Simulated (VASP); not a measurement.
# SrO (P6_3mc) in VASP: a series of runs, part 2 of 2

VASP 6.6.1. Earlier steps stand in the parts before.

## (3) Single point, LDA (all O atoms moved +0.375 Å, as atom 3 along Cartesian [0 0 1])

File INCAR:

```
PREC     = Accurate       # precision mode
ENCUT    = 520            # plane-wave cutoff, eV
EDIFF    = 1E-6           # SCF threshold, eV
ISMEAR   = 0              # smearing method
SIGMA    = 0.05           # smearing width, eV
LREAL    = False          # projectors in reciprocal space
LASPH    = True           # aspherical terms in the spheres
NELM     = 60             # most SCF steps
ALGO     = Normal         # electronic algorithm
ISIF     = 2              # what is computed and relaxed
LWAVE    = False          # write WAVECAR
LCHARG   = True           # write CHGCAR
GGA      = CA             # functional
LELF     = True           # ELF
LVHAR    = True         
NBANDS   = 24             # bands
```

File KPOINTS:

```
Automatic mesh
0
Gamma
  9 9 4
```

File POSCAR:

```
SrO
1.0
    3.5532880902      0.0000000000      0.0000000000
   -1.7766440451      3.0772377531      0.0000000000
    0.0000000000      0.0000000000      6.2173039800
Sr O
2 2
Direct
    0.3333333333      0.6666666667      0.2500000000
    0.6666666667      0.3333333333      0.7500000000
    0.0000000000      0.0000000000      0.0603155325
    0.0000000000      0.0000000000      0.5603155325
```

Potentials or basis: VASP PAW LDA potentials, release 64 (Sr_sv, O).

Run with:

```console
$ cat potpaw_LDA.64/Sr_sv/POTCAR potpaw_LDA.64/O/POTCAR > POTCAR
$ mpirun -np 1 vasp_std > vasp.out
```

OUTCAR:

```text
PREC = Accurate
   ENCUT = 520
   EDIFF = 1E-6
   ISMEAR = 0
   LREAL = False
   LASPH = True
   NELM = 60
   ISIF = 2
   GGA = CA

 ion  position               nearest neighbor table
   1  0.333  0.667  0.250-   3 2.37   3 2.37   3 2.37   4 2.82   4 2.82   4 2.82   2 3.72   2 3.72
                             2 3.72   2 3.72   2 3.72   2 3.72
   2  0.667  0.333  0.750-   4 2.37   4 2.37   4 2.37   3 2.82   3 2.82   3 2.82   1 3.72   1 3.72
                             1 3.72   1 3.72   1 3.72   1 3.72
   3  0.000  0.000  0.060-   1 2.37   1 2.37   1 2.37   2 2.82   2 2.82   2 2.82
[... 855 lines left out ...]
  -------------------------------------------------------------------------------------
  Total       -0.0174445     -0.0174445     -0.5037048      0.0000000      0.0000000     -0.0000000
  in kB       -0.4111270     -0.4111270    -11.8711583      0.0000000      0.0000000     -0.0000000
  external PRESSURE =      -4.2311374 kB  Pullay stress =       0.0000000 kB

 VOLUME and BASIS-vectors are now :
 -----------------------------------------------------------------------------
  energy-cutoff  :      520.00
  volume of cell :       67.98
      direct lattice vectors                 reciprocal lattice vectors
     3.553288090  0.000000000  0.000000000     0.281429475  0.162483383  0.000000000
    -1.776644045  3.077237753  0.000000000     0.000000000  0.324966766  0.000000000
     0.000000000  0.000000000  6.217303980     0.000000000  0.000000000  0.160841420

 POSITION                                       TOTAL-FORCE (eV/Angst)
 -----------------------------------------------------------------------------------
     -0.00000      2.05149      1.55433        -0.000000     -0.000000      0.915604
      1.77664      1.02575      4.66298         0.000000      0.000000      0.915604
      0.00000      0.00000      0.37500         0.000000     -0.000000     -0.915604
      0.00000      0.00000      3.48365         0.000000      0.000000     -0.915604
 -----------------------------------------------------------------------------------
    total drift:                               -0.000000      0.000000      0.001206

  FREE ENERGIE OF THE ION-ELECTRON SYSTEM (eV)
  ---------------------------------------------------
  free  energy   TOTEN  =       -26.1046335704 eV

  energy  without entropy=      -26.1046335704  energy(sigma->0) =      -26.10463357
```

stdout:

```text
POSCAR found type information on POSCAR SrO
 POSCAR found :  2 types and       4 ions
 scaLAPACK will be used
 LDA part: xc-table for (Slater(with rela. corr.)+CA(PZ))
 , standard interpolation
 POSCAR, INCAR and KPOINTS ok, starting setup
 FFT: planning ... GRIDC
 FFT: planning ... GRID_SOFT
 FFT: planning ... GRID
 WAVECAR not read
 entering main loop
```

Wall time 26 s (1 thread of Intel Xeon 6975P-C (Granite Rapids), shared host); peak memory 0.18 GiB.

What came out:

```yaml
Free_energy: -26.1046 eV
Pressure: -0.4 GPa
Largest_force: 0.916 eV/Å
Band_gap_on_the_k_mesh: 3.24 eV, indirect (least direct gap 3.39 eV)
```

Forces on the atoms (eV/Å):
```
Sr   0.000  0.000  0.916
Sr   0.000  0.000  0.916
O    0.000  0.000 -0.916
O    0.000  0.000 -0.916
```

Caveat: the cell differs from its parent crystal (all O atoms moved +0.375 Å, as atom 3 along Cartesian [0 0 1]). A k mesh can miss the band edges.

## (4) Single point, LDA (all O atoms moved -0.250 Å, as atom 3 along Cartesian [0 0 1])

File INCAR:

```
SYSTEM = SrO
PREC = Accurate ; ENCUT = 520
EDIFF = 1E-6 ; ISMEAR = 0
SIGMA = 0.05 ; LREAL = .FALSE.
LASPH = .TRUE. ; NELM = 80
ALGO = Normal ; ISIF = 2
LWAVE = .FALSE. ; LCHARG = .TRUE.
LELF = .TRUE. ; LVHAR = .TRUE.
NBANDS = 24
```

File KPOINTS:

```
regular mesh
0
G
  9 9 4
  0 0 0
```

Edit POSCAR of step 3 so:

```diff
@@ -10,3 +10,3 @@
     0.6666666667      0.3333333333      0.7500000000
-    0.0000000000      0.0000000000      0.0603155325
-    0.0000000000      0.0000000000      0.5603155325
+    0.0000000000      0.0000000000     -0.0402103550
+    0.0000000000      0.0000000000      0.4597896450
```

Run with:

```console
$ cat potpaw_LDA.64/Sr_sv/POTCAR potpaw_LDA.64/O/POTCAR > POTCAR
$ mpirun -np 1 vasp_std > vasp.out
```

It took 26 s on 1 thread of Intel Xeon 6975P-C (Granite Rapids), shared host; peak memory 0.18 GiB.

It converged, with:

| Property | Result |
| --- | --- |
| Free energy | -26.2850 eV |
| Pressure | -3.0 GPa |
| Largest force | 0.541 eV/Å |
| Band gap on the k mesh | 3.14 eV, indirect (least direct gap 3.15 eV) |

Forces on the atoms (eV/Å):
```
Sr   0.000  0.000 -0.541
Sr   0.000  0.000 -0.541
O    0.000  0.000  0.541
O    0.000  0.000  0.541
```

Stress tensor (GPa, compression positive):
```
-2.69  0.00  0.00
 0.00 -2.69  0.00
 0.00  0.00 -3.51
```

Levels at points of the mesh, in eV from the valence-band top:
```tsv
k point	band 12	band 13	band 14	band 15	band 16	band 17	band 18	band 19	band 20	band 21
(0.00, 0.00, 0.00)	-0.89	-0.89	-0.65	-0.65	-0.01	3.14	5.23	5.77	6.55	6.55
(0.00, 0.00, 0.50)	-1.49	-0.79	-0.79	-0.79	-0.79	4.75	4.75	6.35	6.35	7.48
```

Caveat: the cell differs from its parent crystal (all O atoms moved -0.250 Å, as atom 3 along Cartesian [0 0 1]). A k mesh can miss the band edges.

## (5) Single point, LDA (all O atoms moved +0.125 Å, as atom 3 along Cartesian [0 0 1])

File INCAR:

```
SYSTEM = SrO
PREC = Accurate
ENCUT = 520
EDIFF = 1E-6
ISMEAR = 0
SIGMA = 0.05
LREAL = .False.
LASPH = .True.
NELM = 80
ALGO = Normal
ISIF = 2
LWAVE = .False.
LCHARG = .False.
NBANDS = 24
```

File KPOINTS:

```
regular mesh
0
Gamma
  9 9 4
  0 0 0
```

Edit POSCAR of step 4 so:

```diff
@@ -10,3 +10,3 @@
     0.6666666667      0.3333333333      0.7500000000
-    0.0000000000      0.0000000000     -0.0402103550
-    0.0000000000      0.0000000000      0.4597896450
+    0.0000000000      0.0000000000      0.0201051775
+    0.0000000000      0.0000000000      0.5201051775
```

Run with:

```console
$ cat potpaw_LDA.64/Sr_sv/POTCAR potpaw_LDA.64/O/POTCAR > POTCAR
$ mpirun -np 1 vasp_std > vasp.out
```

Run time: 26 s. Hardware: 1 thread of Intel Xeon 6975P-C (Granite Rapids), shared host; peak memory 0.18 GiB.

Results (log left out):

| Item | Value |
| --- | --- |
| Free energy | -26.3818 eV |
| Pressure | -4.5 GPa |
| Largest force | 0.245 eV/Å |
| Band gap on the k mesh | 2.95 eV, direct |

Forces on the atoms (eV/Å):
```
Sr   0.000  0.000  0.245
Sr   0.000  0.000  0.245
O    0.000  0.000 -0.245
O    0.000  0.000 -0.245
```

Stress tensor (GPa, compression positive):
```
-4.19  0.00  0.00
 0.00 -4.19  0.00
 0.00  0.00 -5.06
```

Levels at points of the mesh, in eV from the valence-band top:
```csv
k point,band 12,band 13,band 14,band 15,band 16,band 17,band 18,band 19,band 20,band 21
"(0.00, 0.00, 0.00)",-1.00,-1.00,-0.74,-0.74,0.00,2.95,4.97,5.21,6.21,6.21
"(0.00, 0.00, 0.50)",-1.62,-0.90,-0.90,-0.90,-0.90,4.57,4.57,5.98,5.98,7.19
```

Caveat: the cell differs from its parent crystal (all O atoms moved +0.125 Å, as atom 3 along Cartesian [0 0 1]).

## (6) Single point, LDA (all O atoms moved +0.438 Å, as atom 3 along Cartesian [0 0 1])

File INCAR:

```
SYSTEM = SrO
ALGO = Normal
EDIFF = 1E-7
ENCUT = 520
ISIF = 2
ISMEAR = 0
LASPH = .True.
LCHARG = .True.
LELF = .True.
LREAL = .False.
LVHAR = .True.
LWAVE = .False.
NBANDS = 24
NELM = 100
PREC = Accurate
SIGMA = 0.05
```

File KPOINTS:

```
k-points
0
Gamma
  9 9 4
  0 0 0
```

Edit POSCAR of step 5 so:

```diff
@@ -10,3 +10,3 @@
     0.6666666667      0.3333333333      0.7500000000
-    0.0000000000      0.0000000000      0.0201051775
-    0.0000000000      0.0000000000      0.5201051775
+    0.0000000000      0.0000000000      0.0703681212
+    0.0000000000      0.0000000000      0.5703681212
```

Potentials or basis: VASP PAW LDA potentials, release 64 (Sr_sv, O).

Run with:

```console
$ cat potpaw_LDA.64/Sr_sv/POTCAR potpaw_LDA.64/O/POTCAR > POTCAR
$ mpirun -np 1 vasp_std > vasp.out
```

Run time: 28 s. Hardware: 1 thread of Intel Xeon 6975P-C (Granite Rapids), shared host; peak memory 0.18 GiB.

Results (log left out):

* Free energy: -25.9768 eV
* Pressure: 1.2 GPa
* Largest force: 1.132 eV/Å
* Band gap on the k mesh: 3.23 eV, indirect (least direct gap 3.51 eV)

Forces in eV/Å, atoms in the order of the input:
```
Sr   0.000  0.000  1.132
Sr   0.000  0.000  1.132
O    0.000  0.000 -1.132
O    0.000  0.000 -1.132
```

Stress tensor (GPa, compression positive):
```
1.75 0.00 0.00
0.00 1.75 0.00
0.00 0.00 0.15
```

Levels at points of the mesh, in eV from the valence-band top:
```tsv
k point	band 14	band 15	band 16	band 17	band 18	band 19
(0.00, 0.00, 0.00)	-0.75	-0.75	-0.28	3.23	5.52	6.77
(0.00, 0.00, 0.50)	-0.88	-0.88	-0.88	4.85	4.85	6.87
```

Caveat: the cell differs from its parent crystal (all O atoms moved +0.438 Å, as atom 3 along Cartesian [0 0 1]); forces of over 1 eV/Å act on the atoms, so gaps and moduli don't describe the material at rest. A k mesh can miss the band edges.
